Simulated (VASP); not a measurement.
A run of VASP 6.6.1:

Contents of POSCAR:

```
Cd
1.0
    4.9598690547      0.0000000000      0.0000000000
   -2.4799345274      4.2953726008      0.0000000000
    0.0000000000      0.0000000000      3.1556419582
Cd
3
Direct
    0.0000000000      0.0000000000      0.0000000000
    0.3333333333      0.6666666667      0.5000000000
    0.6666666667      0.3333333333      0.5000000000
```

File INCAR.step1:

```
  PREC = Accurate
  ENCUT = 520
  ISMEAR = 0
  SIGMA = 0.1
  LREAL = False
  LASPH = True
  NELM = 80
  NBANDS = 25
  GGA = PE
  ALGO = Normal
  EDIFF = 1E-4
  LWAVE = True
  LCHARG = False
```

Contents of INCAR.step2:

```
  PREC = Accurate
  ENCUT = 520
  EDIFF = 1E-6
  ISMEAR = 0
  SIGMA = 0.1
  LREAL = False
  LASPH = True
  NELM = 80
  ALGO = Normal
  ISIF = 2
  LWAVE = False
  LCHARG = False
  METAGGA = R2SCAN
  LMIXTAU = True
  NBANDS = 25
  ISTART = 1
```

KPOINTS

```
Automatic mesh
0
Gamma
  12 12 14
```

Potentials or basis: VASP PAW PBE potentials, release 64 (Cd).

Run with:

```sh
$ cat potpaw_PBE.64/Cd/POTCAR > POTCAR
$ cp INCAR.step1 INCAR
$ mpirun -np 1 vasp_std > vasp.out
$ cp INCAR.step2 INCAR
$ mpirun -np 1 vasp_std > vasp.out
```

Hardware: 1 thread of Intel Xeon 8259CL, with other jobs on the host.

Task: How long does it take, and how much memory?

Result: Run time: 17 min on 1 thread of Intel Xeon 8259CL (shared host), peak memory 0.32 GiB. Counts: k points 152.
